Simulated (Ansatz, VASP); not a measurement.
One calculation of Be, two programs

Contents of INCAR:

```
  ALGO = Normal
  EDIFF = 1E-6
  ENCUT = 520
  GGA = PS
  ISIF = 2
  ISMEAR = 0
  LASPH = True
  LCHARG = False
  LREAL = False
  LWAVE = False
  NBANDS = 7
  NELM = 80
  PREC = Accurate
  SIGMA = 0.15
```

The input KPOINTS:

```
k-points
0
Gamma
  26 26 26
```

Contents of POSCAR:

```
Be
1.0
   -1.2719177656      1.2719177656      1.2907145798
    1.2719177656     -1.2719177656      1.2907145798
    1.2719177656      1.2719177656     -1.2907145798
Be
1
Direct
    0.0000000000      0.0000000000      0.0000000000
```

Input for Ansatz:

```yaml
crystal:
  lattice:
    - [-1.2719177656, 1.2719177656, 1.2907145798]
    - [1.2719177656, -1.2719177656, 1.2907145798]
    - [1.2719177656, 1.2719177656, -1.2907145798]
  atoms:
    - { symbol: Be, position: [0.0, 0.0, 0.0] }
basis:
  ecutwfc: 420
kpoints:
  mp_grid: { grid: [26, 26, 26] }
hamiltonian:
  xc: pbesol
scf:
  occupations: { method: gaussian, width: 0.15 }
output:
  forces: true
  stress: true
  eigenvalues: true
```

Change from the starting cell: strain +0.015 along x and y, +0.030 along z, atoms carried along.

Alike in both runs: task single point; functional PBEsol; k mesh 26 × 26 × 26; occupations gaussian, width 0.15 eV; no spin polarisation.

|  | VASP | Ansatz |
| --- | --- | --- |
| version | VASP 6.6.1 | Ansatz 0.2.0 |
| potentials or method | VASP PAW PBE potentials, release 64 (Be), cutoff 520 eV | scalar-relativistic, plane waves, PAW |
| valence electrons in the cell | 2 | 2 |

Ansatz gave:

```
gap on the k mesh at the Fermi level (eV)                     : none
pressure (GPa)                                                : -8.3
traceless stress, the component that is largest in VASP (GPa) : -1.11
```

Problem. Estimate VASP's values.

Solution. gap on the k mesh at the Fermi level (eV): none; pressure (GPa): -8.0; traceless stress, the component that is largest in VASP (GPa): -1.11.

VASP's potentials were made for PBE, not for PBEsol. A gap of «none» marks a metal or a gap that the smearing closes.
